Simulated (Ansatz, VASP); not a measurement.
Ta2C in VASP and in Ansatz

```
Ta C
1.0
     3.06435    0.00000    0.00000
    -1.53217    2.65380    0.00000
     0.00000    0.00000    4.87187
Ta C
2 1
Direct
  0.33333 0.66667 0.25457
  0.66667 0.33333 0.74543
  0.00000 0.00000 0.00000
```

Change from the starting cell: equal strain along all axes, cell held, atoms relaxed: -1.0 %.

Alike in both runs: functional PBEsol; k mesh 18 × 18 × 10; occupations gaussian, width 0.1 eV; no spin polarisation.

Ansatz relaxed the structure, and its values are those at the end. VASP's run is a single point on that final structure, the one shown.

|  | VASP | Ansatz |
| --- | --- | --- |
| version | VASP 6.6.1 | Ansatz 0.2.0 |
| potentials or method | VASP PAW PBE potentials, release 64 (Ta_pv, C), cutoff 520 eV | scalar-relativistic, plane waves, PAW |
| valence electrons in the cell | 26 | 30 |

```tsv
	VASP	Ansatz	Ansatz less VASP
gap on the k mesh at the Fermi level (eV)	none	none	-
pressure (GPa)	9.3	8.7	-0.61
rms of the force components (eV/Å)	0.024	0.001	-0.0240
```

VASP's potentials were made for PBE, not for PBEsol. A gap of «none» marks a metal or a gap that the smearing closes. With one functional, cell and mesh, what is left measures potentials, basis and numerics. VASP's potentials hold 26 valence electrons a cell and Ansatz's 30, so a difference there can come from the potentials and not from the codes. Ansatz's warnings: stress scf threshold loose.

Spin-orbit coupling is off throughout.
